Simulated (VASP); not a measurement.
# KMgF3 in VASP: a series of runs, part 2 of 2

VASP 6.6.1.

### Step 4. Single point, r2SCAN (strain +4.7%)

The input, POSCAR:

```
KMgF3
1.0
    4.1688987413      0.0000000000      0.0000000000
    0.0000000000      4.1688987413      0.0000000000
    0.0000000000      0.0000000000      4.1688987413
K Mg F
1 1 3
Direct
    0.5000000000      0.5000000000      0.5000000000
    0.0000000000      0.0000000000      0.0000000000
    0.5000000000      0.0000000000      0.0000000000
    0.0000000000      0.5000000000      0.0000000000
    0.0000000000      0.0000000000      0.5000000000
```

The input, INCAR.step1:

```
  PREC = Accurate
  ENCUT = 660
  ISMEAR = 0
  SIGMA = 0.01
  LREAL = False
  LASPH = True
  NELM = 120
  NBANDS = 24
  GGA = PE
  ALGO = Normal
  EDIFF = 1E-5
  LWAVE = True
  LCHARG = False
  GGA_COMPAT = False
```

The input, INCAR.step2:

```
  PREC = Accurate
  ENCUT = 660
  EDIFF = 1E-6
  ISMEAR = 0
  SIGMA = 0.01
  LREAL = False
  LASPH = True
  NELM = 120
  ALGO = Normal
  ISIF = 2
  LWAVE = False
  LCHARG = False
  METAGGA = R2SCAN
  LMIXTAU = True
  NBANDS = 24
  ISTART = 1
  GGA_COMPAT = False
```

The input, KPOINTS:

```
Automatic mesh
0
Gamma
  6 6 6
```

Run with:

```sh
$ cat potpaw_PBE.64/K_sv/POTCAR potpaw_PBE.64/Mg/POTCAR potpaw_PBE.64/F/POTCAR > POTCAR
$ cp INCAR.step1 INCAR
$ mpirun -np 1 vasp_std > vasp.out
$ cp INCAR.step2 INCAR
$ mpirun -np 1 vasp_std > vasp.out
```

Wall time 2.5 min (1 thread of Intel Xeon Platinum 8488C (Sapphire Rapids), shared host); peak memory 0.24 GiB.

Results (log left out):

| Property | Result |
| --- | --- |
| Free energy | -37.1517 eV |
| Pressure | -8.7 GPa |
| Band gap on the k mesh | 7.27 eV (least direct gap 7.58 eV) |

Levels at points of the mesh, in eV from the valence-band top:
```
           k point  band 12  band 13  band 14  band 15  band 16  band 17  band 18  band 19  band 20  band 21
(0.00, 0.00, 0.00)    -0.51    -0.51    -0.31    -0.31    -0.31     7.27    10.63    10.63    12.81    12.81
(0.50, 0.00, 0.00)    -0.72    -0.72    -0.69    -0.45    -0.45    10.13    10.15    11.53    13.12    13.12
(0.50, 0.50, 0.00)    -0.83    -0.83    -0.77    -0.77    -0.01    11.04    11.86    12.39    12.39    13.20
(0.50, 0.50, 0.50)    -1.00    -1.00     0.00     0.00     0.00    10.83    10.83    10.83    14.04    14.42
```

Caveat: the cell differs from its parent crystal (strain +4.7%); the cell stands under tension; the PAW data sets were made with another functional, which shifts forces and pressure a little.

### Step 5. Single point, r2SCAN (uniaxial z strain +1.9%)

Edit POSCAR of step 4 so:

```diff
@@ -2,5 +2,5 @@
 1.0
-    4.1688987413      0.0000000000      0.0000000000
-    0.0000000000      4.1688987413      0.0000000000
-    0.0000000000      0.0000000000      4.1688987413
+    3.9802355751      0.0000000000      0.0000000000
+    0.0000000000      3.9802355751      0.0000000000
+    0.0000000000      0.0000000000      4.0550640039
 K Mg F
```

The input, INCAR.step1:

```
SYSTEM = KMgF3
  PREC = Accurate
  ENCUT = 660
  ISMEAR = 0
  SIGMA = 0.01
  LREAL = .False.
  LASPH = .True.
  NELM = 120
  NBANDS = 24
  GGA = PE
  ALGO = Normal
  EDIFF = 1E-5
  LWAVE = .True.
  LCHARG = .False.
  GGA_COMPAT = .False.
```

The input, INCAR.step2:

```
SYSTEM = KMgF3
  PREC = Accurate
  ENCUT = 660
  EDIFF = 1E-6
  ISMEAR = 0
  SIGMA = 0.01
  LREAL = .False.
  LASPH = .True.
  NELM = 120
  ALGO = Normal
  ISIF = 2
  LWAVE = .False.
  LCHARG = .False.
  METAGGA = R2SCAN
  LMIXTAU = .True.
  NBANDS = 24
  ISTART = 1
  GGA_COMPAT = .False.
```

The input, KPOINTS:

```
regular mesh
0
Gamma
  6 6 6
  0 0 0
```

Run with:

```sh
$ cat potpaw_PBE.64/K_sv/POTCAR potpaw_PBE.64/Mg/POTCAR potpaw_PBE.64/F/POTCAR > POTCAR
$ cp INCAR.step1 INCAR
$ mpirun -np 1 vasp_std > vasp.out
$ cp INCAR.step2 INCAR
$ mpirun -np 1 vasp_std > vasp.out
```

Wall time 4.4 min (1 thread of Intel Xeon Platinum 8488C (Sapphire Rapids), shared host); peak memory 0.27 GiB.

The run converged. Its results:

| Item | Value |
| --- | --- |
| Free energy | -37.4224 eV |
| Pressure | -2.1 GPa |
| Band gap on the k mesh | 8.13 eV (least direct gap 8.46 eV) |

Stress tensor (GPa, compression positive):
```
-1.53  0.00  0.00
 0.00 -1.53  0.00
 0.00  0.00 -3.31
```

Levels at points of the mesh, in eV from the valence-band top:
```tsv
k point	band 13	band 14	band 15	band 16	band 17	band 18	band 19	band 20
(0.00, 0.00, 0.00)	-0.62	-0.33	-0.33	-0.33	8.13	10.77	10.86	13.09
(0.50, 0.00, 0.00)	-0.88	-0.85	-0.53	-0.53	10.94	11.33	11.90	13.61
(0.50, 0.50, 0.00)	-1.06	-0.83	-0.83	-0.02	11.80	12.54	13.56	13.56
(0.00, 0.00, 0.50)	-0.79	-0.79	-0.53	-0.53	10.87	11.29	11.76	13.70
(0.50, 0.00, 0.50)	-0.97	-0.92	-0.92	-0.04	11.77	12.44	13.46	13.51
(0.50, 0.50, 0.50)	-1.09	-0.01	-0.01	0.00	11.31	11.31	11.31	14.81
```

Caveat: the cell differs from its parent crystal (uniaxial z strain +1.9%); the PAW data sets were made with another functional, which shifts forces and pressure a little. A k mesh can miss the band edges.

### Step 6. Overview

| level | cell | cutoff (eV) | smearing | gap on the mesh (eV) | pressure (GPa) |
| --- | --- | --- | --- | --- | --- |
| r2SCAN | a = 3.980 Å, 5 atoms | 660 | gaussian 0.01 eV | 8.29 | -0.8 |
| PBE | a = 3.980, b = 3.980, c = 4.055 Å, 5 atoms | 600 | fermi-dirac 0.02 eV | 7.19 | 2.1 |
| r2SCAN | a = 4.169 Å, 5 atoms | 660 | gaussian 0.01 eV | 7.27 | -8.7 |
| r2SCAN | a = 3.980, b = 3.980, c = 4.055 Å, 5 atoms | 660 | gaussian 0.01 eV | 8.13 | -2.1 |

Alike in all rows: task single point; potentials or basis VASP PAW PBE potentials, release 64 (K_sv, Mg, F); no spin polarisation; k mesh 6 × 6 × 6.

Caveats: the PAW data sets were made with another functional, which shifts forces and pressure a little (at least some runs); the cell stands under tension (at least some runs).

Total energies depend on the potentials used, so only differences within one code and one set of settings carry meaning.
